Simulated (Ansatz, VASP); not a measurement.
# One calculation of Sr, two programs

```
Sr
1.0
    -2.42500    2.51594    2.42500
     2.42500   -2.51594    2.42500
     2.42500    2.51594   -2.42500
Sr
1
Direct
  0.00000 0.00000 0.00000
```

Change from the starting cell: strain +0.0375 x Voigt [0, 1, 0, 0, 0, 0], atoms carried along.

Alike in both runs: task single point; functional r2SCAN; k mesh 14 × 14 × 14; occupations gaussian, width 0.15 eV; no spin polarisation.

```csv
,VASP,Ansatz
version,VASP 6.6.1,Ansatz 0.2.0
potentials or method,"VASP PAW PBE potentials, release 64 (Sr_sv), cutoff 520 eV","scalar-relativistic, plane waves, PAW"
valence electrons in the cell,10,10
```

```csv
,VASP,Ansatz,Ansatz less VASP
gap on the k mesh at the Fermi level (eV),none,none,-
pressure (GPa),-0.5,-0.5,-0.01
```

VASP's potentials were made for PBE, not for r2SCAN. A gap of «none» marks a metal or a gap that the smearing closes.
